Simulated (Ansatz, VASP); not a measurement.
## One calculation of Ag, two programs

Contents of INCAR:

```
PREC = Accurate
ENCUT = 500
EDIFF = 1E-6
ISMEAR = 0
SIGMA = 0.05
LREAL = F
LASPH = T
NELM = 120
ALGO = Normal
ISIF = 2
LWAVE = F
LCHARG = F
GGA = PE
NBANDS = 12
GGA_COMPAT = F
```

File KPOINTS:

```
regular mesh
0
Gamma
  14 14 14
```

The input POSCAR:

```
Ag
1.0
    0.0000000000      2.0450007074      2.0450007074
    2.0450007074      0.0000000000      2.0450007074
    2.0450007074      2.0450007074      0.0000000000
Ag
1
Direct
    0.0000000000      0.0000000000      0.0000000000
```

Input for Ansatz:

```yaml
crystal:
  lattice:
    - [0.0, 2.0450007074, 2.0450007074]
    - [2.0450007074, 0.0, 2.0450007074]
    - [2.0450007074, 2.0450007074, 0.0]
  atoms:
    - { symbol: Ag, position: [0.0, 0.0, 0.0] }
basis:
  ecutwfc: 420
  ecutrho_ratio: 4
kpoints:
  mp_grid: { grid: [14, 14, 14] }
hamiltonian:
  xc: pbe
scf:
  occupations: { method: gaussian, width: 0.05 }
output:
  forces: true
  stress: true
  eigenvalues: true
  eigenstates:
    nscf_kmesh: { grid: [26, 26, 26] }
    de_dk: true
    e_range: [-2.5, 2.5]
  write_density: true
  write_potential: true
  elf: true
  volumetric_format: npy
```

Alike in both runs: task single point; functional PBE; k mesh 14 × 14 × 14; occupations gaussian, width 0.05 eV; no spin polarisation.

```csv
,VASP,Ansatz
version,VASP 6.6.1,Ansatz 0.2.0
potentials or method,"VASP PAW PBE potentials, release 64 (Ag), cutoff 500 eV","scalar-relativistic, plane waves, PAW"
valence electrons in the cell,11,19
```

VASP gave:

- gap on the k mesh at the Fermi level (eV): none
- pressure (GPa): 4.1

What did Ansatz give for the same quantities?

gap on the k mesh at the Fermi level (eV): none; pressure (GPa): 4.2.

A gap of «none» marks a metal or a gap that the smearing closes. VASP's potentials hold 11 valence electrons a cell and Ansatz's 19, so a difference there can come from the potentials and not from the codes.
